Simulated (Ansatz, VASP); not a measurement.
**One calculation of Hg, two programs**

File INCAR:

```
SYSTEM = Hg
  ALGO = Normal
  EDIFF = 1E-7
  ENCUT = 520
  GGA = PS
  ISIF = 2
  ISMEAR = -1
  LASPH = .True.
  LCHARG = .False.
  LREAL = .False.
  LWAVE = .False.
  NBANDS = 25
  NELM = 60
  PREC = Accurate
  SIGMA = 0.05
```

The input KPOINTS:

```
k-points
0
Gamma
  8 8 9
  0 0 0
```

Contents of POSCAR:

```
Hg
1.0
    4.5248179541      0.0000000000      0.0000000000
   -2.2624089771      3.9186072957      0.0000000000
    0.0000000000      0.0000000000      3.8570567595
Hg
3
Direct
    0.3333333333      0.6666666667      0.5000000000
    0.0000000000      0.0000000000      0.0000000000
    0.6666666667      0.3333333333      0.5000000000
```

Input for Ansatz:

```yaml
crystal:
  lattice:
    - [4.5248179541, 0.0, 0.0]
    - [-2.2624089771, 3.9186072957, 0.0]
    - [0.0, 0.0, 3.8570567595]
  atoms:
    - { symbol: Hg, position: [0.3333333333, 0.6666666667, 0.5] }
    - { symbol: Hg, position: [0.0, 0.0, 0.0] }
    - { symbol: Hg, position: [0.6666666667, 0.3333333333, 0.5] }
kpoints:
  mp_grid: { grid: [8, 8, 9] }
  band_path:
    path:
      - [0.0, 0.0, 0.0]
      - [0.5, 0.0, 0.0]
      - [0.3333333333, 0.3333333333, 0.0]
      - [0.0, 0.0, 0.0]
      - [0.0, 0.0, 0.5]
      - [0.5, 0.0, 0.5]
      - [0.3333333333, 0.3333333333, 0.5]
      - [0.0, 0.0, 0.5]
      - [0.5, 0.0, 0.5]
    npoints: 5
scf:
  occupations: { method: fermi_dirac, width: 0.05 }
hamiltonian:
  xc: pbesol
  pseudopotentials: { kind: all_electron, lapw: { basis_error: 0.0005 } }
output:
  forces: true
  stress: true
  eigenvalues: true
```

Change from the starting cell: volume scaled by 0.99.

Alike in both runs: task single point; functional PBEsol; k mesh 8 × 8 × 9; occupations fermi-dirac, width 0.05 eV; no spin polarisation.

```csv
,VASP,Ansatz
version,VASP 6.6.1,Ansatz 0.2.0
potentials or method,"VASP PAW PBE potentials, release 64 (Hg), cutoff 520 eV","all-electron LAPW, scalar-relativistic"
```

VASP gave:

```
pressure (GPa)                                                : 9.5
traceless stress, the component that is largest in VASP (GPa) : -9.42
```

Problem. Estimate Ansatz's values.

Solution. Pressure (GPa): 8.6; traceless stress, the component that is largest in VASP (GPa): -8.81.

VASP's potentials were made for PBE, not for PBEsol. Ansatz ran all-electron here, and VASP with PAW potentials.

Neither program's run includes spin-orbit coupling.
